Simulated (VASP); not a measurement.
# Ir3O in VASP: notebook

Ir3O is run at these levels: PBE; tasks: single point.

Program: VASP 6.6.1. These are calculated values, not measurements. Logs are shortened: lines on timing, memory, paths and dates and some standing lists are left out, and cuts for length are marked.

### 1 The cell of the first run

The cell holds a slab with vacuum, 4 atoms: a = 2.737 Å, b = 2.737 Å, c = 19.188 Å, α = 90.00°, β = 90.00°, γ = 90.00°.

### 2 Single point, PBE

Input file INCAR:

```
SYSTEM = Ir3O
  PREC = Accurate
  ENCUT = 520
  EDIFF = 1E-6
  ISMEAR = 0
  SIGMA = 0.1
  LREAL = .FALSE.
  LASPH = .TRUE.
  NELM = 120
  ALGO = Normal
  ISIF = 2
  LWAVE = .FALSE.
  LCHARG = .FALSE.
  LDIPOL = .TRUE.
  IDIPOL = 3
  DIPOL = 0.5 0.5 0.351
  GGA = PE
  NBANDS = 36
  GGA_COMPAT = .FALSE.
  NELMDL = -8
```

Input file KPOINTS:

```
Automatic mesh
0
G
  10 10 1
  0 0 0
```

Input file POSCAR:

```
Ir3O
1.0
    2.7367600872      0.0000000000      0.0000000000
    0.0000000000      2.7367600872      0.0000000000
    0.0000000000      0.0000000000     19.1883373414
Ir O
3 1
Direct
    0.5000000000      0.5000000000      0.2084599582
    0.0000000000      0.0000000000      0.3045662606
    0.5000000000      0.5000000000      0.4006776202
    0.5000000000      0.5000000000      0.4915076429
```

Potentials or basis: VASP PAW PBE potentials, release 64 (Ir_sv_GW, O).

Run with:

```console
$ cat potpaw_PBE.64/Ir_sv_GW/POTCAR potpaw_PBE.64/O/POTCAR > POTCAR
$ mpirun -np 1 vasp_std > vasp.out
```

OUTCAR:

```text
SYSTEM = Ir3O
   PREC = Accurate
   ENCUT = 520
   EDIFF = 1E-6
   ISMEAR = 0
   LREAL = .FALSE.
   LASPH = .TRUE.
   NELM = 120
   ISIF = 2
   GGA = PE
   NELMDL = -8

 ion  position               nearest neighbor table
   1  0.500  0.500  0.208-   2 2.67   2 2.67   2 2.67   2 2.67
   2  0.000  0.000  0.305-   1 2.67   1 2.67   1 2.67   1 2.67   3 2.67   3 2.67   3 2.67   3 2.67

   3  0.500  0.500  0.401-   4 1.74   2 2.67   2 2.67   2 2.67   2 2.67
   4  0.500  0.500  0.492-   3 1.74

  LATTYP: Found a simple tetragonal cell.
 ALAT       =     2.7367600872
 C/A-ratio  =     7.0113333760

  Lattice vectors:

 A1 = (   2.7367600872,   0.0000000000,   0.0000000000)
 A2 = (   0.0000000000,   2.7367600872,   0.0000000000)
 A3 = (   0.0000000000,   0.0000000000,  19.1883373414)

Analysis of symmetry for initial positions (statically):
=====================================================================
 Subroutine PRICEL returns:
 Original cell was already a primitive cell.

 Routine SETGRP: Setting up the symmetry group for a
 simple tetragonal supercell.

 Subroutine GETGRP returns: Found  8 space group operations
 (whereof  8 operations were pure point group operations)
 out of a pool of 16 trial point group operations.

The static configuration has the point symmetry C_4v.

Analysis of symmetry for dynamics (positions and initial velocities):
=====================================================================
 Subroutine PRICEL returns:
 Original cell was already a primitive cell.

 Routine SETGRP: Setting up the symmetry group for a
 simple tetragonal supercell.

 Subroutine GETGRP returns: Found  8 space group operations
 (whereof  8 operations were pure point group operations)
 out of a pool of 16 trial point group operations.

The dynamic configuration has the point symmetry C_4v.

 Subroutine INISYM returns: Found  8 space group operations
 (whereof  8 operations are pure point group operations),
 and found     1 'primitive' translations

----------------------------------------------------------------------------------------

                                     Primitive cell

  volume of cell :     143.7179

  direct lattice vectors                    reciprocal lattice vectors
     2.736760087  0.000000000  0.000000000     0.365395566  0.000000000  0.000000000
     0.000000000  2.736760087  0.000000000     0.000000000  0.365395566  0.000000000
     0.000000000  0.000000000 19.188337341     0.000000000  0.000000000  0.052114990

  length of vectors
     2.736760087  2.736760087 19.188337341     0.365395566  0.365395566  0.052114990

  position of ions in fractional coordinates (direct lattice)
     0.500000000  0.500000000  0.208459958
     0.000000000  0.000000000  0.304566261
     0.500000000  0.500000000  0.400677620
     0.500000000  0.500000000  0.491507643

  ion indices of the primitive-cell ions
   primitive index   ion index
                 1           1
                 2           2
                 3           3
                 4           4

----------------------------------------------------------------------------------------

 KPOINTS: Automatic mesh

Automatic generation of k-mesh.
 Grid dimensions read from file:
 generate k-points for:   10   10    1

 Generating k-lattice:

  Cartesian coordinates                     Fractional coordinates (reciprocal lattice)
     0.036539557  0.000000000  0.000000000     0.100000000  0.000000000  0.000000000
     0.000000000  0.036539557  0.000000000     0.000000000  0.100000000  0.000000000
     0.000000000  0.000000000  0.052114990     0.000000000  0.000000000  1.000000000

  Length of vectors
     0.036539557  0.036539557  0.052114990

  Shift w.r.t. Gamma in fractional coordinates (k-lattice)
     0.000000000  0.000000000  0.000000000

 Subroutine IBZKPT returns following result:
 ===========================================

 Found     21 irreducible k-points:

 Following reciprocal coordinates:
            Coordinates               Weight
  0.000000  0.000000  0.000000      1.000000
  0.100000  0.000000  0.000000      4.000000
  0.200000  0.000000  0.000000      4.000000
  0.300000  0.000000  0.000000      4.000000
  0.400000  0.000000  0.000000      4.000000
  0.500000  0.000000  0.000000      2.000000
[... 13 lines left out ...]
  0.500000  0.400000  0.000000      4.000000
  0.500000  0.500000  0.000000      1.000000
   k-points           NKPTS =     21   k-points in BZ     NKDIM =     21   number of bands    NBANDS=     36
   number of dos      NEDOS =    301   number of ions     NIONS =      4
   total plane-waves  NPLWV =  57600
   dimension x,y,z NGX =    20 NGY =   20 NGZ =  144
   dimension x,y,z NGXF=    40 NGYF=   40 NGZF=  288
   ions per type =               3   1
   NGX,Y,Z   is equivalent  to a cutoff of  12.15, 12.15, 12.48 a.u.
   NGXF,Y,Z  is equivalent  to a cutoff of  24.30, 24.30, 24.95 a.u.
 SYSTEM =  Ir3O
   PREC   = accura    normal or accurate (medium, high low for compatibility)
   ISTART =      0    job   : 0-new  1-cont  2-samecut
   ICHARG =      2    charge: 1-file 2-atom 10-const
   ISPIN  =      1    spin polarized calculation?
   LNONCOLLINEAR =      F non collinear calculations
   LSORBIT =      F    spin-orbit coupling
   LASPH  =      T    aspherical Exc in radial PAW
   ENCUT  =  520.0 eV  38.22 Ry    6.18 a.u.   5.09  5.09 35.68*2*pi/ulx,y,z
   NELM   =    120;   NELMIN=  2; NELMDL= -8     # of ELM steps
   EDIFF  = 0.1E-05   stopping-criterion for ELM
   LREAL  =      F    real-space projection
   EDIFFG = 0.1E-04   stopping-criterion for IOM
   NSW    =      0    number of steps for IOM
   IBRION =     -1    ionic relax: 0-MD 1-quasi-New 2-CG
   NFREE  =      0    steps in history (QN), initial steepest desc. (CG)
   ISIF   =      2    stress and relaxation
   ISYM   =      2    0-nonsym 1-usesym 2-fastsym
   POTIM  = 0.5000    time-step for ionic-motion
   TEBEG  =    0.0;   TEEND  =   0.0 temperature during run
   PSTRESS=    0.0 pullay stress
   NELECT =      57.0000    total number of electrons
   NUPDOWN=      -1.0000    fix difference up-down
   EMIN   =  10.00;   EMAX   =-10.00  energy-range for DOS
   EFERMI =   0.00;   METHOD = LEGACY
   ISMEAR =     0;   SIGMA  =   0.10  broadening in eV -4-tet -1-fermi 0-gaus
   EFERMI_NEDOS =   21; number of points for ismear=-14 and -15
   IALGO  =     38    algorithm
   IMIX   =      4    mixing-type and parameters
     AMIX     =   0.40;   BMIX     =  1.00
     AMIX_MAG =   1.60;   BMIX_MAG =  1.00
  volume/ion in A,a.u.               =      35.93       242.46
  Fermi-wavevector in a.u.,A,eV,Ry     =   1.202808  2.272977 19.684178  1.446746
  Thomas-Fermi vector in A             =   2.338579
   LORBIT       =      0    0 simple, 1 ext, 2 COOP (PROOUT), +10 PAW based schemes
   GGA     = PE    functional components
   LHFCALC =     F    Hartree Fock is set to
   AEXX    =    0.0000 exact exchange contribution
   IVDW    =     0    specifies the selected vdW correction
   LEPSILON=     F    determine dielectric tensor
   LRPA    =     F    only Hartree local field effects (RPA)
 non-spin polarized calculation
 Gauss-broadening in eV      SIGMA  =   0.10
  energy-cutoff  :      520.00
  volume of cell :      143.72
 maximum number of plane-waves:      3910
   NGX = 11   NGY = 11   NGZ = 71

 dipolmoment           0.000000      0.000000     -1.595883 electrons x Angstroem

 number of electron      56.9999998 magnetization

 dipolmoment           0.000000      0.000000      0.094014 electrons x Angstroem

 Free energy of the ion-electron system (eV)
  ---------------------------------------------------
  ext. energy  EPLUGINS =         0.00000000
  ---------------------------------------------------
  free energy    TOTEN  =       -31.47034156 eV

  energy without entropy =      -31.43860806  energy(sigma->0) =      -31.45447481

 E-fermi :  -0.4275     XC(G=0):  -5.8895

 val. band max:       -0.4377273864   @ k =   0.4000   0.1000   0.0000
 cond. band min:      -0.4230552139   @ k =   0.4000   0.0000   0.0000
 fundamental gap:      0.0146721724
 Fermi energy:        -0.4275004165

 k-point     1 :       0.0000    0.0000    0.0000
  band No.  band energies     occupation
      1     -93.8723      2.00000
      2     -93.3900      2.00000
      3     -92.4077      2.00000
      4     -51.2822      2.00000
      5     -50.2984      2.00000
      6     -50.2984      2.00000
[... 28 lines left out ...]
     35       5.1219      0.00000
     36       6.1240      0.00000

 k-point     2 :       0.1000    0.0000    0.0000
  band No.  band energies     occupation
      1     -93.8704      2.00000
      2     -93.3883      2.00000
      3     -92.4059      2.00000
      4     -51.2780      2.00000
      5     -50.3576      2.00000
      6     -50.2927      2.00000
[... 28 lines left out ...]
     35       5.3413      0.00000
     36       6.3949      0.00000

 k-point     3 :       0.2000    0.0000    0.0000
  band No.  band energies     occupation
      1     -93.8653      2.00000
      2     -93.3836      2.00000
      3     -92.4013      2.00000
      4     -51.2677      2.00000
      5     -50.4681      2.00000
      6     -50.2770      2.00000
[... 28 lines left out ...]
     35       5.9632      0.00000
     36       7.1244      0.00000
[... 625 lines left out ...]
 k-point    20 :       0.5000    0.4000    0.0000
  band No.  band energies     occupation
      1     -93.8354      2.00000
      2     -93.3540      2.00000
      3     -92.3717      2.00000
      4     -51.1819      2.00000
      5     -50.6668      2.00000
      6     -50.6387      2.00000
[... 28 lines left out ...]
     35       7.2404      0.00000
     36       8.2471      0.00000

 k-point    21 :       0.5000    0.5000    0.0000
  band No.  band energies     occupation
      1     -93.8335      2.00000
      2     -93.3520      2.00000
      3     -92.3697      2.00000
      4     -51.1742      2.00000
      5     -50.6707      2.00000
      6     -50.6707      2.00000
[... 28 lines left out ...]
     35       7.9884      0.00000
     36       8.3876      0.00000

------------------------ aborting loop because EDIFF is reached ----------------------------------------

 vacuum level on the upper side and lower side of the slab       (xc-potential included)         1.094        -1.182

  FORCE on cell =-STRESS in cart. coord.  units (eV):
  Direction    XX          YY          ZZ          XY          YZ          ZX
  --------------------------------------------------------------------------------------
  -------------------------------------------------------------------------------------
  Total       -0.6211782     -0.6211782      3.0295906      0.0000000      0.0000000     -0.0000000
  in kB       -6.9249395     -6.9249395     33.7740950      0.0000000      0.0000000     -0.0000000
  external PRESSURE =       6.6414053 kB  Pullay stress =       0.0000000 kB

 VOLUME and BASIS-vectors are now :
 -----------------------------------------------------------------------------
  energy-cutoff  :      520.00
  volume of cell :      143.72
      direct lattice vectors                 reciprocal lattice vectors
     2.736760087  0.000000000  0.000000000     0.365395566  0.000000000  0.000000000
     0.000000000  2.736760087  0.000000000     0.000000000  0.365395566  0.000000000
     0.000000000  0.000000000 19.188337341     0.000000000  0.000000000  0.052114990

 POSITION                                       TOTAL-FORCE (eV/Angst)
 -----------------------------------------------------------------------------------
      1.36838      1.36838      4.00000        -0.000000      0.000000     -0.537401
      0.00000      0.00000      5.84412         0.000000     -0.000000     -0.761215
      1.36838      1.36838      7.68834        -0.000000      0.000000      1.057884
      1.36838      1.36838      9.43121        -0.000000     -0.000000      0.240733
 -----------------------------------------------------------------------------------
    total drift:                                0.000000      0.000000     -0.000301

  FREE ENERGIE OF THE ION-ELECTRON SYSTEM (eV)
  ---------------------------------------------------
  free  energy   TOTEN  =       -31.4703415559 eV

  energy  without entropy=      -31.4386080583  energy(sigma->0) =      -31.45447481

 vacuum level on the upper side and lower side of the slab         7.351         4.981
```

It took 3.9 min on 1 thread of Intel Xeon Platinum 8259CL at 2.50GHz (Skylake/Cascade Lake), shared host; peak memory 0.28 GiB.

Results:

- Free energy: -31.4703 eV
- Largest force: 1.058 eV/Å
- Band gap on the k mesh: zero (an odd number of electrons rules out a gap without spin polarisation)

Forces on the atoms (eV/Å):
```
Ir   0.000  0.000 -0.537
Ir   0.000  0.000 -0.761
Ir   0.000  0.000  1.058
O    0.000  0.000  0.241
```

Caveat: spin-orbit coupling is left out, which moves the levels of the heavy elements.

### 3 Single point, PBE

Input file INCAR:

```
  ALGO = Normal
  DIPOL = 0.5 0.5 0.344
  EDIFF = 1E-6
  ENCUT = 520
  GGA = PE
  GGA_COMPAT = False
  IDIPOL = 3
  ISIF = 2
  ISMEAR = 0
  LASPH = True
  LCHARG = False
  LDIPOL = True
  LREAL = False
  LWAVE = False
  NBANDS = 36
  NELM = 120
  NELMDL = -8
  PREC = Accurate
  SIGMA = 0.1
```

Input file KPOINTS:

```
k-points
0
Gamma
  10 10 1
```

Edit POSCAR of step 2 so:

```diff
@@ -11,2 +11,2 @@
     0.5000000000      0.5000000000      0.4006776202
-    0.5000000000      0.5000000000      0.4915076429
+    1.0000000000      1.0000000000      0.4621535456
```

Potentials or basis: VASP PAW PBE potentials, release 64 (Ir_sv_GW, O).

Run with:

```console
$ cat potpaw_PBE.64/Ir_sv_GW/POTCAR potpaw_PBE.64/O/POTCAR > POTCAR
$ mpirun -np 1 vasp_std > vasp.out
```

Run time: 2.2 min. Hardware: 1 thread of Intel Xeon 6975P-C (Granite Rapids), shared host; peak memory 0.28 GiB.

The run converged. Its results:

| Property | Result |
| --- | --- |
| Free energy | -31.0858 eV |
| Largest force | 0.578 eV/Å |
| Band gap on the k mesh | zero (an odd number of electrons rules out a gap without spin polarisation) |

Forces on the atoms (eV/Å):
```
Ir   0.000  0.000 -0.443
Ir   0.000  0.000 -0.129
Ir   0.000  0.000  0.578
O    0.000  0.000 -0.007
```

Levels at points of the mesh, in eV from the Fermi level:
| k point | band 26 | band 27 | band 28 | band 29 | band 30 | band 31 | band 32 | band 33 |
| --- | --- | --- | --- | --- | --- | --- | --- | --- |
| (0.00, 0.00, 0.00) | -1.41 | -0.86 | -0.50 | -0.50 | -0.31 | 0.81 | 0.86 | 1.30 |
| (0.50, 0.00, 0.00) | -1.12 | -1.03 | -0.58 | 0.30 | 0.65 | 1.01 | 1.91 | 2.16 |
| (0.50, 0.50, 0.00) | 0.71 | 0.71 | 0.80 | 0.90 | 1.12 | 2.10 | 4.89 | 4.89 |

Caveat: spin-orbit coupling is left out, which moves the levels of the heavy elements.

The gap in the log of VASP goes by the Fermi energy; the results here count the filled bands.